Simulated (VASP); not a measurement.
# Zr32CN30 (a cell with a defect) in VASP: notebook

Zr32CN30 (a cell with a defect) is run at these levels: PBE; tasks: single point.

All numbers are computed with VASP 6.6.1; they aren't measurements. Logs are shortened: lines on timing, memory, paths and dates and some standing lists are left out, and cuts for length are marked.

### 1 The cell of the first run

The cell holds a defect, 63 atoms: a = 9.220 Å, b = 9.220 Å, c = 9.220 Å, α = 90.00°, β = 90.00°, γ = 90.00°.

### 2 Single point, PBE

Input file INCAR:

```
SYSTEM = Zr32CN30
ALGO = Normal ; EDIFF = 1E-6
ENCUT = 520 ; GGA = PE
ISIF = 2 ; ISMEAR = -1
LASPH = .True. ; LCHARG = .False.
LREAL = Auto ; LWAVE = .False.
NBANDS = 306 ; NELECT = 536.0
NELM = 60 ; PREC = Accurate
SIGMA = 0.02
```

Input file KPOINTS:

```
k-points
0
Gamma
  1 1 1
  0 0 0
```

Input file POSCAR:

```
Zr32CN30
1.0
    9.2200000000      0.0000000000      0.0000000000
    0.0000000000      9.2200000000      0.0000000000
    0.0000000000      0.0000000000      9.2200000000
Zr N C
32 30 1
Direct
    0.5001783080     -0.0012669197     -0.0002317787
    0.7490518438      0.2497985900     -0.0002757050
    0.7495988069     -0.0029809111      0.2516081345
    0.0047712581     -0.0016161605      0.0046067245
    0.2511265727      0.2497467462      0.0035326464
    0.5001138829      0.5008436009     -0.0001393709
    0.7544865510      0.7497055315     -0.0044094360
    0.2563643167     -0.0168508677      0.2562084599
    0.4989898048      0.2496485900      0.2504457701
    0.7494708243      0.5025671367      0.2517030369
    0.4965478308     -0.0172623644      0.4963894794
    0.7447651844      0.2497168113      0.4979990239
    0.7433799349     -0.0030222343      0.7432173536
    0.0048225597      0.5011404555      0.0046634490
    0.2496224512      0.7497665944      0.0079726681
    0.0036824295      0.2497442516      0.2509798265
    0.2564065076      0.5163393709      0.2562452278
    0.5222228850      0.7498874187      0.2353047722
   -0.0000676790     -0.0012688720      0.5000144252
    0.2506202820      0.2496572668      0.4988164859
    0.4965108460      0.5169267896      0.4963478308
    0.7432882863      0.7497894794      0.4987645336
    0.2517683297     -0.0029844902      0.7494370933
    0.4981419740      0.2497154013      0.7446196312
    0.7432896963      0.5025586768      0.7431305857
    0.0081618221      0.7497683297      0.2494788503
    0.0000190889      0.5008429501      0.4999431670
    0.2354637744      0.7498797180      0.5220693059
   -0.0000892625      0.2498029284      0.7488754881
    0.2518670282      0.5025677874      0.7493158351
    0.4989210412      0.7497902386      0.7431299349
   -0.0042472885      0.7497021692      0.7543284165
    0.7492758134      0.2497689805      0.2481295011
    0.0016626898      0.4987104121      0.2527066161
   -0.0015491323      0.2497832972      0.5012562907
    0.2512019523      0.2497685466      0.2510401302
    0.5036802603      0.4943888286      0.2452543384
    0.7667094360      0.7497220174      0.2463404555
    0.0016253796      0.0008252711      0.2527312364
    0.4979649675      0.2497932755      0.4978020607
    0.7502200651      0.4970936009      0.4970534707
   -0.0090875271      0.7497180043      0.5024204989
    0.7478218004      0.2497727766      0.7476605206
   -0.0025050976      0.4995950108      0.7513955531
    0.0010877440      0.2497630152      0.0009267896
    0.5036843818      0.0049327549      0.2452442516
    0.2454164859      0.4943880694      0.5035212581
    0.7502306941      0.0023626898      0.4970316703
    0.2482867679      0.2497682213      0.7491124729
    0.4972139913      0.4970921909      0.7500570499
    0.7521544469      0.7497664859      0.7519699566
   -0.0024819957     -0.0000555315      0.7513796095
    0.5014199566      0.2497842733     -0.0017090022
    0.7515536876      0.4995947939     -0.0026625813
   -0.0020342733      0.7497172451     -0.0022031453
    0.2454126898      0.0049453362      0.5035188720
    0.2465279826      0.7497266811      0.7665519523
    0.4971941432      0.0023640998      0.7500681128
    0.2528704989      0.4987066161      0.0014994577
    0.5026058568      0.7497157267     -0.0092312364
    0.7515378525     -0.0000547722     -0.0026394794
    0.2528971800      0.0008284165      0.0014627983
    0.3100901302      0.7496706074      0.3099352495
```

Potentials or basis: VASP PAW PBE potentials, release 64 (Zr_sv, N, C).

The run is started by

```
> cat potpaw_PBE.64/Zr_sv/POTCAR potpaw_PBE.64/N/POTCAR potpaw_PBE.64/C/POTCAR > POTCAR
> mpirun -np 1 vasp_gam > vasp.out
```

OUTCAR:

```text
SYSTEM = Zr32CN30
   EDIFF = 1E-6
   ENCUT = 520
   GGA = PE
   ISIF = 2
   ISMEAR = -1
   LASPH = .True.
   LREAL = Auto
   NELECT = 536.0
   NELM = 60
   PREC = Accurate

 ion  position               nearest neighbor table
   1  0.500  0.999  1.000-  46 2.26  62 2.28  60 2.30  58 2.30  53 2.31  61 2.32  18 3.17  23 3.25
                            15 3.26  13 3.26   2 3.26   5 3.26   8 3.27   3 3.27   9 3.27   7 3.28
   2  0.749  0.250  1.000-  53 2.28  33 2.29  54 2.30  61 2.30  45 2.32  43 2.32   1 3.26   6 3.26
                             9 3.26  29 3.27   3 3.29  10 3.29  16 3.30  24 3.30  14 3.31   4 3.31
   3  0.750  0.997  0.252-  48 2.26  46 2.27  38 2.29  39 2.32  33 2.33  61 2.34  18 3.10  22 3.22
                            11 3.25  19 3.25  12 3.25   1 3.27   4 3.27   9 3.28   7 3.28   2 3.29
   4  0.005  0.998  0.005-  39 2.29  62 2.29  55 2.29  45 2.32  52 2.34  61 2.34  15 3.22  26 3.22
                             5 3.25  16 3.25  32 3.25   7 3.25  23 3.27   3 3.27   8 3.28   2 3.31
   5  0.251  0.250  0.004-  36 2.28  62 2.30  59 2.30  45 2.31  53 2.31  49 2.35   9 3.23  16 3.23
                            14 3.24   4 3.25   1 3.26   6 3.26  29 3.30  24 3.30  23 3.30  30 3.31
   6  0.500  0.501  1.000-  37 2.26  59 2.28  60 2.30  50 2.30  53 2.31  54 2.32  18 3.17  30 3.25
                            15 3.26   2 3.26  25 3.26   5 3.26  17 3.26  10 3.27   9 3.27   7 3.28
   7  0.754  0.750  0.996-  55 2.24  51 2.25  54 2.31  61 2.31  38 2.31  60 2.32  18 3.08  32 3.15
                            14 3.25   4 3.25  25 3.26  13 3.26   6 3.28  10 3.28   1 3.28   3 3.28
   8  0.256  0.983  0.256-  63 2.26  56 2.29  46 2.29  39 2.35  62 2.35  36 2.46  11 3.13  26 3.14
                            15 3.14  19 3.27   1 3.27  18 3.27  28 3.27   4 3.28  20 3.32   9 3.32
   9  0.499  0.250  0.250-  46 2.26  37 2.26  40 2.28  36 2.28  33 2.31  53 2.32  12 3.22   5 3.23
[... 76 lines left out ...]
  62  0.253  0.001  0.001-   1 2.28   4 2.29   5 2.30  15 2.32  23 2.32   8 2.35
  63  0.310  0.750  0.310-  28 2.07  18 2.07  17 2.26   8 2.26  26 2.84  15 2.84

  LATTYP: Found a simple cubic cell.
 ALAT       =     9.2200000000

  Lattice vectors:

 A1 = (   9.2200000000,   0.0000000000,   0.0000000000)
 A2 = (   0.0000000000,   9.2200000000,   0.0000000000)
 A3 = (   0.0000000000,   0.0000000000,   9.2200000000)

Analysis of symmetry for initial positions (statically):
=====================================================================
 Subroutine PRICEL returns:
 Original cell was already a primitive cell.

 Routine SETGRP: Setting up the symmetry group for a
 simple cubic supercell.

 Subroutine GETGRP returns: Found  1 space group operations
 (whereof  1 operations were pure point group operations)
 out of a pool of 48 trial point group operations.

The static configuration has the point symmetry C_1 .

Analysis of symmetry for dynamics (positions and initial velocities):
=====================================================================
[... 223 lines left out ...]
   ISMEAR =    -1;   SIGMA  =   0.02  broadening in eV -4-tet -1-fermi 0-gaus
   EFERMI_NEDOS =   21; number of points for ismear=-14 and -15
   IALGO  =     38    algorithm
   IMIX   =      4    mixing-type and parameters
     AMIX     =   0.40;   BMIX     =  1.00
     AMIX_MAG =   1.60;   BMIX_MAG =  1.00
  volume/ion in A,a.u.               =      12.44        83.96
  Fermi-wavevector in a.u.,A,eV,Ry     =   1.442333  2.725614 28.304529  2.080324
  Thomas-Fermi vector in A             =   2.560865
   LORBIT       =      0    0 simple, 1 ext, 2 COOP (PROOUT), +10 PAW based schemes
   GGA     = PE    functional components
   LHFCALC =     F    Hartree Fock is set to
   AEXX    =    0.0000 exact exchange contribution
   IVDW    =     0    specifies the selected vdW correction
   LEPSILON=     F    determine dielectric tensor
   LRPA    =     F    only Hartree local field effects (RPA)
 non-spin polarized calculation
  energy-cutoff  :      520.00
  volume of cell :      783.78
 maximum number of plane-waves:     10540
 NGX is ok and might be reduce to    70
   NGX = 35   NGY = 35   NGZ = 35

 number of electron     535.9999994 magnetization

 Free energy of the ion-electron system (eV)
  ---------------------------------------------------
  ext. energy  EPLUGINS =         0.00000000
  ---------------------------------------------------
  free energy    TOTEN  =      -659.26089106 eV

  energy without entropy =     -659.26052672  energy(sigma->0) =     -659.26070889

 E-fermi :  11.9926     XC(G=0): -12.3445

 val. band max:       11.8417854097   @ k =   0.0000   0.0000   0.0000
 cond. band min:      12.1432956396   @ k =   0.0000   0.0000   0.0000
 fundamental gap:      0.3015102300
 Fermi energy:        11.9925641601

 k-point     1 :       0.0000    0.0000    0.0000
  band No.  band energies     occupation
      1     -38.3862      2.00000
      2     -38.3605      2.00000
      3     -38.2755      2.00000
      4     -38.2542      2.00000
      5     -38.2329      2.00000
      6     -38.2302      2.00000
[... 272 lines left out ...]
    279      12.8399      0.00000
    280      12.8451      0.00000
 [bands above 280 left out]

------------------------ aborting loop because EDIFF is reached ----------------------------------------

  FORCE on cell =-STRESS in cart. coord.  units (eV):
  Direction    XX          YY          ZZ          XY          YZ          ZX
  --------------------------------------------------------------------------------------
  -------------------------------------------------------------------------------------
  Total      -23.8462045    -36.6636460    -23.8600960      0.0137432      0.0139323     -6.2419348
  in kB      -48.7457866    -74.9468649    -48.7741833      0.0280934      0.0284801    -12.7595996
  external PRESSURE =     -57.4889449 kB  Pullay stress =       0.0000000 kB

 VOLUME and BASIS-vectors are now :
 -----------------------------------------------------------------------------
  energy-cutoff  :      520.00
  volume of cell :      783.78
      direct lattice vectors                 reciprocal lattice vectors
     9.220000000  0.000000000  0.000000000     0.108459870  0.000000000  0.000000000
     0.000000000  9.220000000  0.000000000     0.000000000  0.108459870  0.000000000
     0.000000000  0.000000000  9.220000000     0.000000000  0.000000000  0.108459870

 POSITION                                       TOTAL-FORCE (eV/Angst)
 -----------------------------------------------------------------------------------
      4.61164      9.20832      9.21786         0.066758      0.010169      0.088258
      6.90626      2.30314      9.21746         0.048519      0.001492     -0.003206
      6.91130      9.19252      2.31983        -0.022700     -0.077776      0.116722
      0.04399      9.20510      0.04247         0.012962      0.017321      0.012923
      2.31539      2.30266      0.03257        -0.003654      0.000560      0.000492
      4.61105      4.61778      9.21872         0.071683     -0.018204      0.082643
[... 55 lines left out ...]
      2.33171      0.00764      0.01349         0.065781      0.009240     -0.061079
      2.85903      6.91196      2.85760        -3.174075      0.000223     -3.175272
 -----------------------------------------------------------------------------------
    total drift:                               -0.003408     -0.007662     -0.010651

  FREE ENERGIE OF THE ION-ELECTRON SYSTEM (eV)
  ---------------------------------------------------
  free  energy   TOTEN  =      -659.2608910592 eV

  energy  without entropy=     -659.2605267231  energy(sigma->0) =     -659.26070889
```

Run time: 6.7 min. Hardware: 1 thread of Intel Xeon 6975P-C (Granite Rapids), shared host; peak memory 0.73 GiB.

What came out:

```
Free energy   : -659.2609 eV
Largest force : 4.490 eV/Å
```

Forces on the atoms (eV/Å):
```
Zr   0.067  0.010  0.088
Zr   0.049  0.001 -0.003
Zr  -0.023 -0.078  0.117
Zr   0.013  0.017  0.013
Zr  -0.004  0.001  0.000
Zr   0.072 -0.018  0.083
Zr   0.077  0.000  0.004
Zr  -0.053  0.680 -0.053
Zr   0.116  0.002 -0.046
Zr  -0.016  0.070  0.111
Zr   0.264  0.617  0.264
Zr   0.010  0.002  0.044
Zr  -0.018 -0.042 -0.018
Zr   0.010 -0.019  0.010
Zr   0.010  0.000  0.537
Zr   0.001  0.001 -0.005
Zr  -0.051 -0.686 -0.051
Zr  -0.235 -0.010  0.688
Zr   0.088  0.010  0.067
Zr  -0.047  0.002  0.116
Zr   0.263 -0.620  0.263
Zr  -0.370 -0.002  0.020
Zr   0.117 -0.077 -0.023
Zr   0.045  0.002  0.009
Zr  -0.014  0.043 -0.014
Zr   0.536  0.000  0.009
Zr   0.083 -0.018  0.072
Zr   0.688 -0.010 -0.236
Zr  -0.005  0.001  0.050
Zr   0.111  0.069 -0.017
Zr   0.022 -0.002 -0.370
Zr   0.005  0.000  0.076
N    0.018  0.000  0.017
N   -0.065 -0.010  0.068
N   -0.052 -0.001  0.049
N    0.006 -0.002  0.006
N   -0.012  0.006  0.058
N    0.097  0.005 -0.087
N   -0.061  0.010  0.066
N    0.039  0.000  0.039
N    0.227 -0.075  0.019
N    0.377  0.005  0.125
N    0.026  0.000  0.026
N    0.052  0.020 -0.013
N    0.003 -0.001  0.003
N   -0.010  0.009  0.055
N    0.058  0.006 -0.012
N    0.225  0.078  0.021
N    0.017  0.001  0.017
N    0.019 -0.075  0.227
N    0.053  0.001  0.054
N    0.049 -0.021 -0.010
N    0.049 -0.001 -0.051
N   -0.013  0.020  0.052
N    0.029  0.003  0.030
N    0.055  0.009 -0.009
N   -0.088  0.005  0.096
N    0.021  0.077  0.224
N    0.068 -0.009 -0.065
N    0.123  0.006  0.377
N   -0.010 -0.021  0.049
N    0.066  0.009 -0.061
C   -3.174  0.000 -3.175
```

Caveat: the k points lie up to 0.68 Å⁻¹ apart; the cell carries a net charge on a neutralising background, which shifts energy and pressure; the cell is charged against a uniform background, so pressure and absolute levels hang on convention.

### 3 Single point, PBE

Input file INCAR:

```
ALGO = Normal ; EDIFF = 1E-6
ENCUT = 520 ; GGA = PE
ISIF = 2 ; ISMEAR = -1
LASPH = T ; LCHARG = F
LREAL = Auto ; LWAVE = F
NBANDS = 306 ; NELECT = 536.0
NELM = 60 ; PREC = Accurate
SIGMA = 0.02
```

Input file KPOINTS:

```
k-points
0
Gamma
  1 1 1
```

Input file POSCAR:

```
Zr32CN30
1.0
    9.2200000000      0.0000000000      0.0000000000
    0.0000000000      9.2200000000      0.0000000000
    0.0000000000      0.0000000000      9.2200000000
Zr N C
32 30 1
Direct
    0.4984119306     -0.0028950108      0.0004518438
    0.7502325380      0.2499687636      0.0010306941
    0.7502005423     -0.0010895879      0.2498506508
    0.0067726681     -0.0027956616      0.0067187636
    0.2520507592      0.2498786334      0.0054283080
    0.4983157267      0.5028155098      0.0005894794
    0.7543116052      0.7498580260     -0.0041077007
    0.2536268980     -0.0172541215      0.2535753796
    0.4994937093      0.2498050976      0.2511118221
    0.7500915401      0.5010018438      0.2499210412
    0.4939504338     -0.0164288503      0.4939066161
    0.7465196312      0.2499045553      0.4990011931
    0.7454845987     -0.0016039046      0.7454257050
    0.0068649675      0.5026639913      0.0068157267
    0.2512306941      0.7499566161      0.0067570499
    0.0054635575      0.2498764642      0.2520195228
    0.2536885033      0.5172950108      0.2536322126
    0.5144407809      0.7500471800      0.2283482646
    0.0005087852     -0.0029001085      0.4983585683
    0.2511777657      0.2498139913      0.4994240781
    0.4939100868      0.5161963124      0.4938588937
    0.7418899132      0.7499258134      0.5003244035
    0.2499027115     -0.0010898048      0.7501481562
    0.4990386117      0.2499037961      0.7464817787
    0.7454197397      0.5014515184      0.7453665944
    0.0068123644      0.7499575922      0.2511817787
    0.0006389371      0.5028176790      0.4982569414
    0.2283940347      0.7500399132      0.5143917570
    0.0011004338      0.2499742950      0.7501502169
    0.2499803688      0.5009993492      0.7500440347
    0.5003638829      0.7499265727      0.7418119306
   -0.0040586768      0.7498534707      0.7542625813
    0.7517353579      0.2499515184      0.2487129067
    0.0000235358      0.4972946855      0.2528989154
    0.0009263557      0.2499214751      0.5018302603
    0.2521962039      0.2499815618      0.2521411063
    0.5046604121      0.4945780911      0.2464246204
    0.7592696312      0.7498644252      0.2475671367
    0.0000086768      0.0024886117      0.2529286334
    0.4989809111      0.2499303688      0.4989258134
    0.7485279826      0.4988246204      0.4972675705
   -0.0164732104      0.7498938178      0.5036199566
    0.7490883948      0.2499261388      0.7490360087
   -0.0013966377      0.4997470716      0.7526137744
    0.0023556399      0.2499372017      0.0023024946
    0.5046663774      0.0050652928      0.2464085683
    0.2464786334      0.4945787419      0.5046070499
    0.7485547722      0.0010253796      0.4972385033
    0.2487676790      0.2499505423      0.7516832972
    0.4973228850      0.4988284165      0.7484726681
    0.7522467462      0.7498686551      0.7521855748
   -0.0013800434      0.0001214751      0.7525815618
    0.5018788503      0.2499221258      0.0008734273
    0.7526625813      0.4997467462     -0.0014459870
   -0.0019900217      0.7499337310     -0.0020648590
    0.2464715835      0.0050752711      0.5046060738
    0.2476411063      0.7498675705      0.7592299349
    0.4972964208      0.0010222343      0.7484995662
    0.2529516269      0.4972968547     -0.0000305857
    0.5037009761      0.7498902386     -0.0165197397
    0.7526304772      0.0001224512     -0.0014297180
    0.2529836226      0.0024866594     -0.0000445770
    0.4416285249      0.7498535792      0.4415808026
```

Potentials or basis: VASP PAW PBE potentials, release 64 (Zr_sv, N, C).

The run is started by

```
> cat potpaw_PBE.64/Zr_sv/POTCAR potpaw_PBE.64/N/POTCAR potpaw_PBE.64/C/POTCAR > POTCAR
> mpirun -np 1 vasp_gam > vasp.out
```

It took 4.8 min on 1 thread of Intel Xeon 6975P-C (Granite Rapids), shared host; peak memory 0.73 GiB.

Results (log left out):

| Quantity | Value |
| --- | --- |
| Free energy | -659.3589 eV |
| Largest force | 4.490 eV/Å |

Forces on the atoms (eV/Å):
```
Zr  -0.115 -0.080  0.032
Zr   0.009  0.000 -0.042
Zr  -0.087  0.011 -0.064
Zr   0.021 -0.054  0.021
Zr  -0.049  0.001 -0.014
Zr  -0.111  0.070  0.026
Zr  -0.020  0.001 -0.086
Zr  -0.278  0.651 -0.278
Zr   0.055  0.001 -0.114
Zr  -0.078 -0.019 -0.068
Zr   0.049  0.685  0.048
Zr  -0.002  0.002  0.000
Zr  -0.007  0.022 -0.007
Zr   0.018  0.053  0.017
Zr  -0.010 -0.002  0.394
Zr  -0.013  0.002 -0.050
Zr  -0.280 -0.657 -0.280
Zr  -0.735 -0.009  0.246
Zr   0.033 -0.079 -0.115
Zr  -0.115  0.001  0.056
Zr   0.049 -0.684  0.049
Zr  -0.552 -0.001  0.003
Zr  -0.064  0.011 -0.087
Zr   0.001  0.002 -0.003
Zr  -0.004 -0.024 -0.004
Zr   0.393 -0.002 -0.011
Zr   0.026  0.070 -0.111
Zr   0.247 -0.009 -0.735
Zr  -0.043  0.000  0.011
Zr  -0.069 -0.018 -0.078
Zr   0.003 -0.001 -0.551
Zr  -0.085  0.001 -0.022
N    0.049 -0.001 -0.052
N   -0.238 -0.082 -0.018
N   -0.023  0.001 -0.018
N   -0.039 -0.001 -0.038
N   -0.054  0.009  0.022
N   -0.370  0.007 -0.130
N   -0.236  0.085 -0.022
N   -0.006 -0.003 -0.006
N    0.063 -0.003 -0.071
N   -0.073  0.005  0.086
N   -0.003  0.000 -0.003
N    0.016  0.020 -0.052
N   -0.028  0.000 -0.028
N   -0.051  0.006  0.020
N    0.021  0.009 -0.054
N    0.059  0.003 -0.069
N   -0.052 -0.001  0.048
N   -0.071 -0.004  0.063
N   -0.029  0.004 -0.028
N    0.013 -0.022 -0.048
N   -0.018  0.001 -0.023
N   -0.052  0.020  0.015
N   -0.058  0.001 -0.057
N    0.019  0.005 -0.050
N   -0.131  0.006 -0.370
N   -0.069  0.004  0.059
N   -0.019 -0.082 -0.238
N    0.084  0.005 -0.074
N   -0.048 -0.022  0.012
N   -0.023  0.085 -0.236
C    3.175 -0.002  3.175
```

Levels at points of the mesh, in eV from the Fermi level:
```csv
k point,band 266,band 267,band 268,band 269,band 270,band 271
"(0.00, 0.00, 0.00)",-0.34,-0.29,-0.16,0.16,0.52,0.54
```

Caveat: the k points lie up to 0.68 Å⁻¹ apart; the cell carries a net charge on a neutralising background, which shifts energy and pressure; the cell is charged against a uniform background, so pressure and absolute levels hang on convention.

[end of part 1 of 2]
